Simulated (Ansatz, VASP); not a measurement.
**Ir in VASP and in Ansatz**

Contents of INCAR:

```
SYSTEM = Ir
  PREC = Accurate
  ENCUT = 520
  EDIFF = 1E-6
  ISMEAR = 1
  SIGMA = 1.0
  LREAL = .FALSE.
  LASPH = .TRUE.
  NELM = 100
  ALGO = Normal
  ISIF = 2
  LWAVE = .FALSE.
  LCHARG = .FALSE.
  NBANDS = 10
```

The input KPOINTS:

```
regular mesh
0
G
  14 14 14
  0 0 0
```

The input POSCAR:

```
Ir
1.0
    0.0000000000      1.9060927672      1.9060927672
    1.9060927672      0.0000000000      1.9060927672
    1.9060927672      1.9060927672      0.0000000000
Ir
1
Direct
    0.0000000000      0.0000000000      0.0000000000
```

Input for Ansatz:

```yaml
crystal:
  lattice:
    - [0.0, 1.9060927672, 1.9060927672]
    - [1.9060927672, 0.0, 1.9060927672]
    - [1.9060927672, 1.9060927672, 0.0]
  atoms:
    - { symbol: Ir, position: [0.0, 0.0, 0.0] }
hamiltonian:
  xc: lda
  pseudopotentials:
    kind: paw
    azcp:
      Ir: "pseudopotentials/Ir.paw.azcp"
basis:
  ecutwfc: 420
  fft_grid_basis: typed
kpoints:
  mp_grid: { grid: [14, 14, 14], shift: [0, 0, 0] }
magnetization:
  spin_polarized: false
scf:
  occupations: { method: cold, width: 1.0 }
  lower_state_search: "off"
output:
  stress: true
```

Alike in both runs: task single point; functional LDA; k mesh 14 × 14 × 14; no spin polarisation.

|  | VASP | Ansatz |
| --- | --- | --- |
| version | VASP 6.6.1 | Ansatz 0.2.0 |
| potentials or method | VASP PAW LDA potentials, release 64 (Ir), cutoff 520 eV | plane waves (420 eV) with PAW, scalar-relativistic |
| occupations | methfessel-paxton of order 1, width 1 eV | cold, width 1 eV |
| valence electrons in the cell | 9 | 17 |

|  | VASP | Ansatz | Ansatz less VASP |
| --- | --- | --- | --- |
| pressure (GPa) | 2.5 | -0.5 | -2.95 |

Ansatz warns that its potentials were made for another functional, while VASP's fit it. LDA's correlation is that of Perdew and Zunger in VASP and of Perdew and Wang (1992) in Ansatz. VASP's potentials hold 9 valence electrons a cell and Ansatz's 17, so a difference there can come from the potentials and not from the codes.

Spin-orbit coupling is off throughout.
